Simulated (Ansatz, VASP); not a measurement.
# Fe in VASP and in Ansatz

```xyz
2
Lattice="-1.4550 1.4550 1.4550 2.9100 -2.9100 2.9100 1.4550 1.4550 -1.4550" Properties=species:S:1:pos:R:3 pbc="T T T"
Fe    0.0000    0.0000    0.0000
Fe    1.4550   -1.4550    1.4550
```

Alike in both runs: task single point; functional PBE; k mesh 12 × 6 × 12; occupations fermi-dirac, width 0.1 eV; collinear spin; Hubbard terms Fe d U = 3.3 eV.

```csv
,VASP,Ansatz
version,VASP 6.6.1,Ansatz 0.2.0
potentials or method,"VASP PAW PBE potentials, release 64 (Fe_sv), cutoff 690 eV","PAW, plane waves, scalar-relativistic"
valence electrons in the cell,32,32
```

|  | VASP | Ansatz | Ansatz less VASP |
| --- | --- | --- | --- |
| pressure (GPa) | 3.8 | 3.8 | +0.05 |
| net moment per atom (μB) | 2.83 | 2.80 | -0.031 |
| size of the moment on the site where the two differ most (μB) | 2.99 | 2.90 | -0.093 |

Site moments also hang on the region over which each program counts them. The programs project onto different local orbitals, so the same U acts differently, and such runs can settle in different states. Ansatz's warnings: filled band counts differ across k points, no starting moments.
